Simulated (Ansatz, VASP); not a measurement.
**One calculation of Pd, two programs**

File POSCAR:

```
Pd
1.0
    4.2818601595      0.0000000000      0.0000000000
   -2.1409300798      3.7081996735      0.0000000000
    0.0000000000      0.0000000000      2.5381380455
Pd
3
Direct
    0.0000000000      0.0000000000      1.0000000000
    0.3333333333      0.6666666667      0.5000000000
    0.6666666667      0.3333333333      0.5000000000
```

The input INCAR.step1:

```
PREC     = Accurate       # precision mode
ENCUT    = 520            # plane-wave cutoff, eV
ISMEAR   = -1             # smearing method
SIGMA    = 0.05           # smearing width, eV
LREAL    = F              # projectors in reciprocal space
LASPH    = T              # aspherical terms in the spheres
NELM     = 150            # most SCF steps
ISPIN    = 2              # spin polarisation
MAGMOM   = 0.291 0.241 0.241 # initial moments
LMAXMIX  = 4              # l up to which the mixer works
NBANDS   = 26             # bands
GGA      = PE             # functional
ALGO     = Normal         # electronic algorithm
EDIFF    = 1E-4           # SCF threshold, eV
LWAVE    = T              # write WAVECAR
LCHARG   = F              # write CHGCAR
```

Contents of INCAR.step2:

```
PREC     = Accurate       # precision mode
ENCUT    = 520            # plane-wave cutoff, eV
EDIFF    = 1E-6           # SCF threshold, eV
ISMEAR   = -1             # smearing method
SIGMA    = 0.05           # smearing width, eV
LREAL    = F              # projectors in reciprocal space
LASPH    = T              # aspherical terms in the spheres
NELM     = 150            # most SCF steps
ALGO     = Normal         # electronic algorithm
ISIF     = 2              # what is computed and relaxed
LWAVE    = F              # write WAVECAR
LCHARG   = F              # write CHGCAR
ISPIN    = 2              # spin polarisation
MAGMOM   = 0.291 0.241 0.241 # initial moments
LORBIT   = 11             # projections on sites
LMAXMIX  = 4              # l up to which the mixer works
METAGGA  = R2SCAN         # meta-GGA
LMIXTAU  = T            
NBANDS   = 26             # bands
ISTART   = 1
```

Contents of KPOINTS:

```
regular mesh
0
Gamma
  9 9 13
```

Input for Ansatz:

```yaml
crystal:
  lattice:
    - [4.2818601595, 0.0, 0.0]
    - [-2.1409300798, 3.7081996735, 0.0]
    - [0.0, 0.0, 2.5381380455]
  atoms:
    - { symbol: Pd, position: [0.0, 0.0, 1.0], spin: 0.291 }
    - { symbol: Pd, position: [0.3333333333, 0.6666666667, 0.5], spin: 0.241 }
    - { symbol: Pd, position: [0.6666666667, 0.3333333333, 0.5], spin: 0.241 }
hamiltonian:
  xc: r2scan
  pseudopotentials:
    kind: paw
    azcp:
      Pd: "pseudopotentials/Pd.paw.azcp"
basis:
  ecutwfc: 500
  fft_grid_basis: typed
kpoints:
  mp_grid: { grid: [9, 9, 13], shift: [0, 0, 0] }
magnetization:
  spin_polarized: true
scf:
  occupations: { method: fermi_dirac, width: 0.05 }
  lower_state_search: "off"
output:
  stress: true
```

Alike in both runs: task single point; functional r2SCAN; k mesh 9 × 9 × 13; occupations fermi-dirac, width 0.05 eV; collinear spin.

|  | VASP | Ansatz |
| --- | --- | --- |
| version | VASP 6.6.1 | Ansatz 0.2.0 |
| potentials or method | VASP PAW PBE potentials, release 64 (Pd), cutoff 520 eV | plane waves (500 eV) with PAW, scalar-relativistic |
| valence electrons in the cell | 30 | 54 |

|  | VASP | Ansatz | Ansatz less VASP |
| --- | --- | --- | --- |
| net moment per atom (μB) | 0.00 | 0.23 | +0.227 |
| size of the moment on the site where the two differ most (μB) | 0.00 | 0.23 | +0.233 |

The net moments are unlike, so the other rows may belong to different states. VASP's potentials were made for PBE, not for r2SCAN. Site moments also hang on the region over which each program counts them. VASP's potentials hold 30 valence electrons a cell and Ansatz's 54, so a difference there can come from the potentials and not from the codes. Ansatz's warnings: stability check not made.
